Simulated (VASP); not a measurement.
Write the native input for VASP 6.6.1 that does the following.

```yaml
Task: single point
Functional: PBE
Potentials_or_basis: VASP PAW PBE potentials, release 64 (Zr_sv, N)
Cutoff: 600 eV
k_mesh: 9 × 9 × 9
Occupations: fermi-dirac, width 0.01 eV
Spin: no spin polarisation
Dipole_correction: no
Further_INCAR_settings: ALGO = Normal; EDIFF = 1e-06; NBANDS = 16
```

The structure of ZrN lies in POSCAR:

```
ZrN
1.0
    0.0000000000      2.3290301974      2.3290301974
    2.3290301974      0.0000000000      2.3290301974
    2.3290301974      2.3290301974      0.0000000000
Zr N
1 1
Direct
    0.0000000000      0.0000000000      0.0000000000
    0.5000000000      0.5000000000      0.5000000000
```

This cell differs from its parent crystal: volume scaled by 1.06.

The input as run:

INCAR

```
ALGO = Normal
EDIFF = 1E-6
ENCUT = 600
GGA = PE
GGA_COMPAT = F
ISIF = 2
ISMEAR = -1
LASPH = T
LCHARG = F
LREAL = F
LWAVE = F
NBANDS = 16
NELM = 120
PREC = Accurate
SIGMA = 0.01
```

KPOINTS

```
k-points
0
Gamma
  9 9 9
```

Potentials or basis: VASP PAW PBE potentials, release 64 (Zr_sv, N).

Command:

```console
$ cat potpaw_PBE.64/Zr_sv/POTCAR potpaw_PBE.64/N/POTCAR > POTCAR
$ mpirun -np 1 vasp_std > vasp.out
```

It gave:

The pressure is -9.3 GPa.

It took 48 s on 1 thread of Intel Xeon 8259CL (shared host), peak memory 0.16 GiB.
